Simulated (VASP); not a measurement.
# Ir (P6_3/mmc) in VASP: a series of runs

The runs below take Ir through relaxation of cell and atoms, with r2SCAN.

Everything below comes from runs of VASP 6.6.1. Logs are shortened: lines on timing, memory, paths and dates and some standing lists are left out, and cuts for length are marked.

## (1) The cell of the first run

Symmetry: P6_3/mmc, No. 194, hexagonal system. Conventional cell: a = 2.751 Å, b = 2.751 Å, c = 4.462 Å, α = 90.00°, β = 90.00°, γ = 120.00°. Ir (site symmetry -6m2) has 12 Ir at 2.74 to 2.75 Å within 3.6 Å.

This isn't the form of Ir at room conditions, which is fcc.

## (2) Relaxation of cell and atoms, r2SCAN, target pressure 4 GPa, at which the enthalpy is minimised

The input, POSCAR:

```
Ir
1.0
    2.7513778900      0.0000000000      0.0000000000
   -1.3756889500      2.3827631500      0.0000000000
    0.0000000000      0.0000000000      4.4622900000
Ir
2
Direct
    0.6666666667      0.3333333333      0.7500000000
    0.3333333333      0.6666666667      0.2500000000
```

The input, INCAR.step1:

```
SYSTEM = Ir
PREC     = Accurate       ! precision mode
ENCUT    = 600            ! plane-wave cutoff, eV
ISMEAR   = 1              ! smearing method
SIGMA    = 0.1            ! smearing width, eV
LREAL    = .False.        ! projectors in reciprocal space
LASPH    = .True.         ! aspherical terms in the spheres
NELM     = 80             ! most SCF steps
GGA      = PE             ! functional
ALGO     = Normal         ! electronic algorithm
EDIFF    = 1E-4           ! SCF threshold, eV
LWAVE    = .True.         ! write WAVECAR
LCHARG   = .False.        ! write CHGCAR
```

The input, INCAR.step2:

```
SYSTEM = Ir
PREC     = Accurate       ! precision mode
ENCUT    = 600            ! plane-wave cutoff, eV
EDIFF    = 1E-6           ! SCF threshold, eV
ISMEAR   = 1              ! smearing method
SIGMA    = 0.1            ! smearing width, eV
LREAL    = .False.        ! projectors in reciprocal space
LASPH    = .True.         ! aspherical terms in the spheres
NELM     = 80             ! most SCF steps
ALGO     = Normal         ! electronic algorithm
ISIF     = 3              ! what is computed and relaxed
LWAVE    = .False.        ! write WAVECAR
LCHARG   = .False.        ! write CHGCAR
METAGGA  = R2SCAN         ! meta-GGA
LMIXTAU  = .True.       
IBRION   = 2              ! ionic algorithm
NSW      = 80             ! ionic steps
EDIFFG   = -0.01          ! ionic threshold
PSTRESS  = 40.0         
ISTART   = 1
```

The input, KPOINTS:

```
Automatic mesh
0
Gamma
  14 14 8
  0 0 0
```

Potentials or basis: VASP PAW PBE potentials, release 64 (Ir).

Run with:

```sh
> cat potpaw_PBE.64/Ir/POTCAR > POTCAR
> cp INCAR.step1 INCAR
> mpirun -np 1 vasp_std > vasp.out
> cp INCAR.step2 INCAR
> mpirun -np 1 vasp_std > vasp.out
```

OUTCAR:

```text
SYSTEM = Ir
   PREC = Accurate
   ENCUT = 600
   EDIFF = 1E-6
   ISMEAR = 1
   LREAL = .False.
   LASPH = .True.
   NELM = 80
   ISIF = 3
   METAGGA = R2SCAN
   IBRION = 2
   NSW = 80
   EDIFFG = -0.01
   PSTRESS = 40.0
   ISTART = 1

 ion  position               nearest neighbor table
   1  0.667  0.333  0.750-   2 2.74   2 2.74   2 2.74   2 2.74   2 2.74   2 2.74
   2  0.333  0.667  0.250-   1 2.74   1 2.74   1 2.74   1 2.74   1 2.74   1 2.74

  LATTYP: Found a hexagonal cell.
 ALAT       =     2.7513778900
 C/A-ratio  =     1.6218382855

  Lattice vectors:

 A1 = (   2.7513778900,   0.0000000000,   0.0000000000)
 A2 = (  -1.3756889500,   2.3827631500,   0.0000000000)
 A3 = (   0.0000000000,   0.0000000000,   4.4622900000)

Analysis of symmetry for initial positions (statically):
=====================================================================
 Subroutine PRICEL returns:
 Original cell was already a primitive cell.

 Routine SETGRP: Setting up the symmetry group for a
 hexagonal supercell.

 Subroutine GETGRP returns: Found 24 space group operations
 (whereof 12 operations were pure point group operations)
 out of a pool of 24 trial point group operations.

The static configuration has the point symmetry D_3d.
 The point group associated with its full space group is D_6h.

Analysis of symmetry for dynamics (positions and initial velocities):
=====================================================================
 Subroutine PRICEL returns:
 Original cell was already a primitive cell.

 Routine SETGRP: Setting up the symmetry group for a
 hexagonal supercell.

 Subroutine GETGRP returns: Found 24 space group operations
 (whereof 12 operations were pure point group operations)
 out of a pool of 24 trial point group operations.

The dynamic configuration has the point symmetry D_3d.
 The point group associated with its full space group is D_6h.

 Subroutine INISYM returns: Found 24 space group operations
 (whereof 12 operations are pure point group operations),
 and found     1 'primitive' translations

----------------------------------------------------------------------------------------

                                     Primitive cell

  volume of cell :      29.2542

  direct lattice vectors                    reciprocal lattice vectors
     2.751377890  0.000000000  0.000000000     0.363454255  0.209840412  0.000000000
    -1.375688950  2.382763150  0.000000000     0.000000000  0.419680823  0.000000000
     0.000000000  0.000000000  4.462290000     0.000000000  0.000000000  0.224100182

  length of vectors
     2.751377890  2.751377894  4.462290000     0.419680824  0.419680823  0.224100182

  position of ions in fractional coordinates (direct lattice)
[... 72 lines left out ...]
   ICHARG =      0    charge: 1-file 2-atom 10-const
   ISPIN  =      1    spin polarized calculation?
   LNONCOLLINEAR =      F non collinear calculations
   LSORBIT =      F    spin-orbit coupling
   LASPH  =      T    aspherical Exc in radial PAW
   ENCUT  =  600.0 eV  44.10 Ry    6.64 a.u.   5.50  5.50  8.91*2*pi/ulx,y,z
   NELM   =     80;   NELMIN=  2; NELMDL=  0     # of ELM steps
   EDIFF  = 0.1E-05   stopping-criterion for ELM
   LREAL  =      F    real-space projection
   EDIFFG = -.1E-01   stopping-criterion for IOM
   NSW    =     80    number of steps for IOM
   IBRION =      2    ionic relax: 0-MD 1-quasi-New 2-CG
   NFREE  =      1    steps in history (QN), initial steepest desc. (CG)
   ISIF   =      3    stress and relaxation
   ISYM   =      2    0-nonsym 1-usesym 2-fastsym
   POTIM  = 0.5000    time-step for ionic-motion
   TEBEG  =    0.0;   TEEND  =   0.0 temperature during run
   PSTRESS=   40.0 pullay stress
   NELECT =      18.0000    total number of electrons
   NUPDOWN=      -1.0000    fix difference up-down
   EMIN   =  10.00;   EMAX   =-10.00  energy-range for DOS
   EFERMI =   0.00;   METHOD = LEGACY
   ISMEAR =     1;   SIGMA  =   0.10  broadening in eV -4-tet -1-fermi 0-gaus
   EFERMI_NEDOS =   21; number of points for ismear=-14 and -15
   IALGO  =     38    algorithm
   IMIX   =      4    mixing-type and parameters
     AMIX     =   0.40;   BMIX     =  1.00
     AMIX_MAG =   1.60;   BMIX_MAG =  1.00
  volume/ion in A,a.u.               =      14.63        98.71
  Fermi-wavevector in a.u.,A,eV,Ry     =   1.392417  2.631287 26.379323  1.938826
  Thomas-Fermi vector in A             =   2.516162
   LORBIT       =      0    0 simple, 1 ext, 2 COOP (PROOUT), +10 PAW based schemes
   METAGGA = R2SCAN    functional components
   LHFCALC =     F    Hartree Fock is set to
   AEXX    =    0.0000 exact exchange contribution
   IVDW    =     0    specifies the selected vdW correction
   LEPSILON=     F    determine dielectric tensor
   LRPA    =     F    only Hartree local field effects (RPA)
 conjugate gradient relaxation of ions
 non-spin polarized calculation
 Methfessel and Paxton  Order N= 1 SIGMA  =   0.10
  energy-cutoff  :      600.00
  volume of cell :       29.25
 maximum number of plane-waves:      1003
 NGX is ok and might be reduce to    24
   NGX = 11   NGY = 11   NGZ = 17

--------------------------------------- Ionic step        1  -------------------------------------------

 number of electron      17.9999998 magnetization

 Free energy of the ion-electron system (eV)
  ---------------------------------------------------
  ext. energy  EPLUGINS =         0.00000000
  ---------------------------------------------------
  free energy    TOTEN  =      -104.53804587 eV

  energy without entropy =     -104.53752646  energy(sigma->0) =     -104.53787273

 E-fermi :   9.7402     XC(G=0): -15.1047

 val. band max:        9.7401035742   @ k =   0.2857   0.0714   0.0000
 cond. band min:       9.7546371842   @ k =   0.1429   0.1429   0.3750
 fundamental gap:      0.0145336100
 Fermi energy:         9.7401615247

 k-point     1 :       0.0000    0.0000    0.0000
  band No.  band energies     occupation
      1      -1.5608      2.00000
      2       1.5674      2.00000
      3       5.8301      2.00000
      4       5.9368      2.00000
      5       5.9368      2.00000
      6       6.5795      2.00000
      7       6.5795      2.00000
      8       7.3628      2.00000
      9       7.3628      2.00000
     10       9.0358      2.00000
     11       9.9992     -0.00153
     12       9.9992     -0.00153
     13      16.8853      0.00000
[... 595 lines left out ...]
--------------------------------------- Ionic step        7  -------------------------------------------

 number of electron      18.0000000 magnetization

 Free energy of the ion-electron system (eV)
  ---------------------------------------------------
  ext. energy  EPLUGINS =         0.00000000
  ---------------------------------------------------
  free energy    TOTEN  =      -104.54574232 eV

  energy without entropy =     -104.54512912  energy(sigma->0) =     -104.54553792

 E-fermi :  10.2424     XC(G=0): -15.3039

 val. band max:       10.2415988650   @ k =   0.2857   0.0714   0.0000
 cond. band min:      10.2587842110   @ k =   0.1429   0.1429   0.3750
 fundamental gap:      0.0171853460
 Fermi energy:        10.2424100466

 k-point     1 :       0.0000    0.0000    0.0000
  band No.  band energies     occupation
      1      -1.3855      2.00000
      2       1.7486      2.00000
      3       6.1512      2.00000
      4       6.2585      2.00000
      5       6.2585      2.00000
      6       6.9343      2.00000
      7       6.9343      2.00000
      8       7.7555      2.00000
      9       7.7555      2.00000
     10       9.4509      2.00000
     11      10.5116     -0.00094
     12      10.5116     -0.00094
     13      17.6622      0.00000
[... 401 lines left out ...]
  energy  without entropy=     -104.5451291247  energy(sigma->0) =     -104.54553792

  enthalpy is  TOTEN    =      -103.8361364229 eV   P V=        0.7096059016

 reached required accuracy - stopping structural energy minimisation
```

OSZICAR.step1:

```text
N       E                     dE             d eps       ncg     rms          rms(c)
DAV:   1     0.164254785782E+03    0.16425E+03   -0.95181E+03  3120   0.156E+03
DAV:   2    -0.111254239119E+02   -0.17538E+03   -0.16164E+03  3195   0.383E+02
DAV:   3    -0.185169377641E+02   -0.73915E+01   -0.68815E+01  3877   0.874E+01
DAV:   4    -0.186559059120E+02   -0.13897E+00   -0.13851E+00  3369   0.114E+01
DAV:   5    -0.186583252716E+02   -0.24194E-02   -0.24191E-02  3864   0.140E+00    0.202E+01
DAV:   6    -0.177223792519E+02    0.93595E+00   -0.15603E+00  3595   0.175E+01    0.826E+00
DAV:   7    -0.175577821727E+02    0.16460E+00   -0.47779E-01  3833   0.925E+00    0.210E+00
DAV:   8    -0.175508135045E+02    0.69687E-02   -0.47067E-03  3275   0.713E-01    0.124E+00
DAV:   9    -0.175460541645E+02    0.47593E-02   -0.57172E-03  3585   0.112E+00    0.318E-02
DAV:  10    -0.175460628965E+02   -0.87320E-05   -0.23875E-05  1770   0.547E-02
   1 F= -.17546063E+02 E0= -.17545746E+02  d E =-.951169E-03
```

Wall time 4.4 min (1 thread of Intel Xeon 6975P-C (Granite Rapids), shared host); peak memory 0.21 GiB.

Results:

```yaml
Free_energy: -104.5457 eV
Relaxed_volume: 14.21 Å³/atom
Relaxed_cell: a = 2.725 Å, b = 2.725 Å, c = 4.420 Å, α = 90.00°, β = 90.00°, γ = 120.00°
Space_group_after_relaxing_to_0.1_Å: P6_3/mmc (No. 194)
Energy_change_on_relaxing_the_run_minimises_the_enthalpy: -3.8 meV/atom
Ionic_steps: 7
Pressure_after_relaxing: 4.0 GPa
Band_gap_on_the_k_mesh: zero (bands 9 and 10 overlap by 3.43 eV)
```

Step by step:
```
step  energy change (eV)  largest force (eV/Å)  pressure (GPa)  volume (Å³)
   1              0.0000                0.0000           -6.59        29.25
   2              0.5841                0.0000           64.23        25.35
   3             -0.0086                0.0000            3.44        28.46
   4             -0.0079                0.0000            3.93        28.43
   5             -0.0074                0.0000            4.13        28.41
   6             -0.0084                0.0000            3.55        28.45
   7             -0.0077                0.0000            4.01        28.42
```

Final structure:
```
Ir
1.0
     2.72504    0.00000    0.00000
    -1.36252    2.35995    0.00000
     0.00000    0.00000    4.41969
Ir
2
Direct
  0.66667 0.33333 0.75000
  0.33333 0.66667 0.25000
```

Caveat: the cell is relaxed towards a set pressure, so the run minimises the enthalpy, not the energy; the PAW data sets were made with another functional, which shifts forces and pressure a little; spin-orbit coupling is left out, which moves the levels of the heavy elements.

## (3) Relaxation of cell and atoms, r2SCAN, target pressure 6 GPa, at which the enthalpy is minimised

POSCAR is that of step 2.

Changes to INCAR.step1 since step 2:

```diff
@@ -7,3 +7,3 @@
 LASPH    = .True.         ! aspherical terms in the spheres
-NELM     = 80             ! most SCF steps
+NELM     = 100            ! most SCF steps
 GGA      = PE             ! functional
```

Changes to INCAR.step2 since step 2:

```diff
@@ -8,3 +8,3 @@
 LASPH    = .True.         ! aspherical terms in the spheres
-NELM     = 80             ! most SCF steps
+NELM     = 100            ! most SCF steps
 ALGO     = Normal         ! electronic algorithm
@@ -18,3 +18,3 @@
 EDIFFG   = -0.01          ! ionic threshold
-PSTRESS  = 40.0         
+PSTRESS  = 60.0         
 ISTART   = 1
```

The input, KPOINTS:

```
regular mesh
0
Gamma
  14 14 8
  0 0 0
```

Potentials or basis: VASP PAW PBE potentials, release 64 (Ir).

Run with:

```sh
> cat potpaw_PBE.64/Ir/POTCAR > POTCAR
> cp INCAR.step1 INCAR
> mpirun -np 1 vasp_std > vasp.out
> cp INCAR.step2 INCAR
> mpirun -np 1 vasp_std > vasp.out
```

Wall time 5.4 min (1 thread of Intel Xeon 6975P-C (Granite Rapids), shared host); peak memory 0.21 GiB.

Results (log left out):

| Quantity | Value |
| --- | --- |
| Free energy | -104.5414 eV |
| Relaxed volume | 14.14 Å³/atom |
| Relaxed cell | a = 2.721 Å, b = 2.721 Å, c = 4.413 Å, α = 90.00°, β = 90.00°, γ = 120.00° |
| Space group after relaxing (to 0.1 Å) | P6_3/mmc (No. 194) |
| Energy change on relaxing (the run minimises the enthalpy) | -1.7 meV/atom |
| Ionic steps | 7 |
| Pressure after relaxing | 6.0 GPa |
| Band gap on the k mesh | zero (bands 9 and 10 overlap by 3.46 eV) |

Stress tensor (GPa, compression positive):
```
5.91 0.00 0.00
0.00 5.91 0.00
0.00 0.00 6.06
```

Step by step:
```
step  energy change (eV)  largest force (eV/Å)  pressure (GPa)  volume (Å³)
   1              0.0000                0.0000           -6.59        29.25
   2              0.9054                0.0000           84.21        24.65
   3             -0.0053                0.0000            5.18        28.34
   4             -0.0037                0.0000            5.82        28.29
   5             -0.0030                0.0000            6.13        28.27
   6             -0.0044                0.0000            5.55        28.31
   7             -0.0034                0.0000            5.96        28.28
```

Final structure:
```cif
data_structure
_symmetry_space_group_name_H-M 'P 1'
_symmetry_Int_Tables_number 1
_cell_length_a 2.7205
_cell_length_b 2.7205
_cell_length_c 4.4126
_cell_angle_alpha 90.000
_cell_angle_beta 90.000
_cell_angle_gamma 120.000
_cell_volume 28.28
loop_
_atom_site_label
_atom_site_type_symbol
_atom_site_fract_x
_atom_site_fract_y
_atom_site_fract_z
_atom_site_occupancy
Ir1 Ir 0.66667 0.33333 0.75000 1
Ir2 Ir 0.33333 0.66667 0.25000 1
```

Levels at points of the mesh, in eV from the Fermi level:
```tsv
k point	band 6	band 7	band 8	band 9	band 10	band 11	band 12	band 13
(0.00, 0.00, 0.00)	-3.33	-3.33	-2.51	-2.51	-0.81	0.27	0.27	7.47
(0.50, 0.00, 0.00)	-3.58	-3.12	0.73	0.99	1.17	3.09	4.64	8.72
(0.00, 0.00, 0.50)	-4.15	-4.15	-4.15	-0.51	-0.51	-0.51	-0.51	14.40
(0.50, 0.00, 0.50)	-2.24	-1.00	-1.00	0.99	0.99	2.12	2.12	8.11
```

Caveat: the cell is relaxed towards a set pressure, so the run minimises the enthalpy, not the energy; the PAW data sets were made with another functional, which shifts forces and pressure a little; spin-orbit coupling is left out, which moves the levels of the heavy elements.

(Continued in part 2 of 2.)
